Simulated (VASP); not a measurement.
# Ga8As7P (P1) in VASP: a series of runs, part 2 of 2

VASP 6.6.1.

### Step 3. Single point, r2SCAN

POSCAR

```
Ga8As7P
1.0
   11.2608830000      0.0000000000      0.0000000000
    0.0000000000     11.2608830000      0.0000000000
    0.0000000000      0.0000000000     11.2608830000
Ga As P
32 28 4
Direct
    0.9993900000      0.9992090000      0.0006290000
    0.9994360000      0.9932070000      0.4996980000
    0.9999090000      0.5010330000      0.9998440000
    0.9960000000      0.5038480000      0.4962900000
    0.4998270000      0.9997370000      0.9999810000
    0.5038070000      0.9959130000      0.4962660000
    0.5006480000      0.5005710000      0.0009230000
    0.4999040000      0.5010900000      0.4998210000
    0.2497210000      0.2493780000      0.0002980000
    0.2495200000      0.2491640000      0.4996030000
    0.2492350000      0.7498850000      0.0003780000
    0.2461220000      0.7532050000      0.4963320000
    0.7499480000      0.2492790000      0.0002790000
    0.7503030000      0.2490850000      0.4996340000
    0.7505370000      0.7500140000      0.0002750000
    0.7531190000      0.7529090000      0.4963540000
    0.2456040000      0.9958830000      0.2534880000
    0.2503550000      0.9999070000      0.7490390000
    0.2504080000      0.5005520000      0.2498040000
    0.2489240000      0.5010190000      0.7487630000
    0.7467610000      0.9964260000      0.2529210000
    0.7538000000      0.9958860000      0.7448940000
    0.7540320000      0.5045660000      0.2536940000
    0.7498670000      0.5005590000      0.7490530000
    0.9993370000      0.2488610000      0.2503010000
    0.9998480000      0.2497230000      0.7487060000
    0.9997840000      0.7499540000      0.2566510000
    0.9960160000      0.7532340000      0.7451700000
    0.4999520000      0.2498290000      0.2499450000
    0.5006280000      0.2489760000      0.7493810000
    0.5039230000      0.7533010000      0.2537240000
    0.5000110000      0.7499670000      0.7485640000
    0.1246820000      0.1235770000      0.1259010000
    0.1235810000      0.1226740000      0.6232770000
    0.1235660000      0.6260580000      0.1270170000
    0.1227920000      0.6267260000      0.6224510000
    0.6250130000      0.1236030000      0.1258900000
    0.6256640000      0.1226670000      0.6235840000
    0.6260720000      0.6261890000      0.1268800000
    0.6269120000      0.6270350000      0.6225850000
    0.3748300000      0.3748420000      0.1248030000
    0.3748120000      0.3747670000      0.6245660000
    0.3748000000      0.8745080000      0.1269190000
    0.3748240000      0.8746200000      0.6222920000
    0.8747320000      0.3759220000      0.1258060000
    0.8748200000      0.3758730000      0.6233930000
    0.8749510000      0.8737290000      0.1278640000
    0.3749240000      0.1224520000      0.3746010000
    0.3748880000      0.1247080000      0.8747530000
    0.3747180000      0.6271450000      0.3748590000
    0.3749290000      0.6251160000      0.8747150000
    0.8748120000      0.1216590000      0.3755620000
    0.8746380000      0.1235440000      0.8735620000
    0.8749800000      0.6261520000      0.8734260000
    0.1237860000      0.3758850000      0.3748040000
    0.1246100000      0.3749320000      0.8745590000
    0.1236820000      0.8745070000      0.8734070000
    0.6260090000      0.3761280000      0.3747750000
    0.6251090000      0.3750270000      0.8747220000
    0.6260370000      0.8749590000      0.8735630000
    0.8746640000      0.8736270000      0.6212890000
    0.8749410000      0.6280880000      0.3758440000
    0.1226400000      0.8741050000      0.3756950000
    0.6271280000      0.8738800000      0.3758060000
```

INCAR.step1

```
  PREC = Accurate
  ENCUT = 550
  ISMEAR = -1
  SIGMA = 0.05
  LREAL = Auto
  LASPH = T
  NELM = 120
  NBANDS = 326
  ISYM = -1
  GGA = PE
  ALGO = Normal
  EDIFF = 1E-5
  LWAVE = T
  LCHARG = F
  GGA_COMPAT = F
  KPAR = 1
```

INCAR.step2

```
  PREC = Accurate
  ENCUT = 550
  EDIFF = 1E-6
  ISMEAR = -1
  SIGMA = 0.05
  LREAL = Auto
  LASPH = T
  NELM = 120
  ALGO = Normal
  ISIF = 2
  LWAVE = F
  LCHARG = F
  METAGGA = R2SCAN
  LMIXTAU = T
  NBANDS = 326
  ISYM = -1
  ISTART = 1
  GGA_COMPAT = F
  KPAR = 1
```

KPOINTS

```
explicit points
1
Reciprocal
  0.25000000   0.25000000   0.25000000 1
```

Potentials or basis: VASP PAW PBE potentials, release 64 (Ga_d, As, P).

The run is started by

```console
cat potpaw_PBE.64/Ga_d/POTCAR potpaw_PBE.64/As/POTCAR potpaw_PBE.64/P/POTCAR > POTCAR
cp INCAR.step1 INCAR
mpirun -np 4 vasp_std > vasp.out
cp INCAR.step2 INCAR
mpirun -np 4 vasp_std > vasp.out
```

It took 11 min on 4 MPI ranks of Intel Xeon 6975P-C (Granite Rapids), shared host; peak memory 0.65 GiB.

It converged, with:

```yaml
Free_energy: -843.1890 eV
Pressure: 0.4 GPa
Largest_force: 0.032 eV/Å
Band_gap_on_the_k_mesh: 1.79 eV
```

Forces on the atoms (eV/Å):
```
Ga   0.002  0.011  0.004
Ga   0.012  0.016 -0.002
Ga   0.003  0.000  0.005
Ga   0.013  0.003  0.015
Ga   0.002 -0.006  0.006
Ga  -0.011  0.014  0.017
Ga  -0.005  0.001 -0.001
Ga   0.003  0.006  0.011
Ga   0.010  0.016 -0.005
Ga   0.006  0.003  0.007
Ga   0.014  0.002  0.002
Ga   0.014  0.002  0.016
Ga   0.006  0.018 -0.004
Ga   0.000  0.015  0.009
Ga  -0.007  0.008 -0.007
Ga   0.000  0.004  0.030
Ga   0.023  0.020 -0.003
Ga   0.003  0.004  0.008
Ga  -0.007 -0.008  0.005
Ga   0.005 -0.002  0.007
Ga   0.010  0.008  0.013
Ga  -0.010  0.022  0.022
Ga  -0.013 -0.004 -0.004
Ga   0.010  0.002  0.008
Ga   0.007  0.014  0.002
Ga   0.005  0.004  0.008
Ga   0.008  0.016 -0.014
Ga   0.017 -0.011  0.020
Ga   0.005  0.006  0.003
Ga  -0.011  0.007  0.010
Ga  -0.010  0.005  0.006
Ga   0.006  0.009  0.012
As  -0.002 -0.015 -0.017
As   0.004  0.009  0.005
As   0.006 -0.004 -0.013
As  -0.010 -0.005  0.002
As  -0.019  0.001 -0.012
As   0.001 -0.012 -0.006
As   0.001 -0.013 -0.010
As  -0.008 -0.010 -0.008
As  -0.003 -0.003 -0.003
As  -0.002  0.002 -0.011
As  -0.009  0.016 -0.015
As   0.002  0.003  0.008
As   0.014 -0.012 -0.007
As   0.001 -0.012 -0.004
As  -0.009 -0.006 -0.016
As  -0.004  0.005  0.003
As  -0.010 -0.016 -0.014
As   0.004 -0.015 -0.011
As  -0.010 -0.009 -0.016
As   0.003  0.007 -0.011
As   0.000 -0.003 -0.001
As  -0.006 -0.008  0.000
As  -0.010 -0.005 -0.007
As   0.003 -0.004  0.003
As   0.004  0.001  0.006
As  -0.012 -0.016  0.001
As  -0.003 -0.011 -0.010
As  -0.012 -0.009 -0.003
P    0.001 -0.005 -0.001
P   -0.003 -0.020 -0.008
P   -0.010 -0.027  0.001
P   -0.010 -0.010 -0.028
```

Stress tensor (GPa, compression positive):
```
 0.41 -0.69 -0.69
-0.69  0.42 -0.68
-0.69 -0.68  0.41
```

Levels at points of the mesh, in eV from the valence-band top:
| k point | band 284 | band 285 | band 286 | band 287 | band 288 | band 289 | band 290 | band 291 | band 292 | band 293 |
| --- | --- | --- | --- | --- | --- | --- | --- | --- | --- | --- |
| (0.25, 0.25, 0.25) | -0.52 | -0.51 | -0.46 | 0.00 | 0.00 | 1.79 | 2.22 | 2.25 | 2.26 | 2.31 |

Caveat: the PAW data sets were made with another functional, which shifts forces and pressure a little; a shifted mesh leaves out Γ, where band edges can lie.
